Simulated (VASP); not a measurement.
Input of a VASP 6.6.1 run:

The input INCAR:

```
SYSTEM = ZrSi3
PREC     = Accurate       ! precision mode
ENCUT    = 520            ! plane-wave cutoff, eV
EDIFF    = 1E-6           ! SCF threshold, eV
ISMEAR   = 0              ! smearing method
SIGMA    = 0.05           ! smearing width, eV
LREAL    = .False.        ! projectors in reciprocal space
LASPH    = .True.         ! aspherical terms in the spheres
NELM     = 60             ! most SCF steps
ALGO     = Normal         ! electronic algorithm
ISIF     = 2              ! what is computed and relaxed
LWAVE    = .False.        ! write WAVECAR
LCHARG   = .True.         ! write CHGCAR
GGA      = PE             ! functional
LELF     = .True.         ! ELF
LVHAR    = .True.       
NBANDS   = 20             ! bands
```

KPOINTS

```
regular mesh
0
Gamma
  8 8 8
  0 0 0
```

Contents of POSCAR:

```
ZrSi3
1.0
    3.9631644248      0.0000000000      0.0000000000
    0.0000000000      3.9631644248      0.0000000000
    0.0000000000      0.0000000000      3.9631644248
Zr Si
1 3
Direct
    0.0000000000      0.0000000000      0.0000000000
    0.0000000000      0.5000000000      0.5000000000
    0.5000000000      0.5000000000      0.0000000000
    0.5000000000      0.0000000000      0.5000000000
```

Potentials or basis: VASP PAW PBE potentials, release 64 (Zr_sv, Si).

The run is started by

```console
$ cat potpaw_PBE.64/Zr_sv/POTCAR potpaw_PBE.64/Si/POTCAR > POTCAR
$ mpirun -np 1 vasp_std > vasp.out
```

Question: What does it give for the band gap on the k mesh?

Answer: Zero (bands 12 and 13 overlap by 2.46 eV).

Question: Estimate the pressure.

Answer: 2.4 GPa.
